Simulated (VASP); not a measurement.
Input of a VASP 6.6.1 run:

INCAR

```
  PREC = Accurate
  ENCUT = 600
  EDIFF = 1E-6
  ISMEAR = 0
  SIGMA = 0.01
  LREAL = False
  LASPH = True
  NELM = 60
  ALGO = Normal
  ISIF = 3
  LWAVE = False
  LCHARG = False
  GGA = PS
  IBRION = 2
  NSW = 100
  EDIFFG = -0.005
```

The input KPOINTS:

```
regular mesh
0
Gamma
  10 10 10
```

The input POSCAR:

```
PbS
1.0
    0.0000000000      2.9657500000      2.9657500000
    2.9657500000      0.0000000000      2.9657500000
    2.9657500000      2.9657500000      0.0000000000
Pb S
1 1
Direct
    0.0000000000      0.0000000000      0.0000000000
    0.5000000000      0.5000000000      0.5000000000
```

Potentials or basis: VASP PAW PBE potentials, release 64 (Pb_d, S).

Launch:

```sh
$ cat potpaw_PBE.64/Pb_d/POTCAR potpaw_PBE.64/S/POTCAR > POTCAR
$ mpirun -np 1 vasp_std > vasp.out
```

(1) What does it give for the relaxed volume?

(2) What does it give for the band gap on the k mesh?

(3) What does it give for the relaxed cell?

(4) Estimate the space group after relaxing (to 0.05 Å).

## Answers

(1) 25.72 Å³/atom.

(2) 0.20 eV, direct.

(3) a = 4.175 Å, b = 4.175 Å, c = 4.175 Å, α = 60.00°, β = 60.00°, γ = 60.00°.

(4) Fm-3m (No. 225).

Caveat: the PAW data sets were made with another functional, which shifts forces and pressure a little; spin-orbit coupling is left out, which moves the levels of the heavy elements.
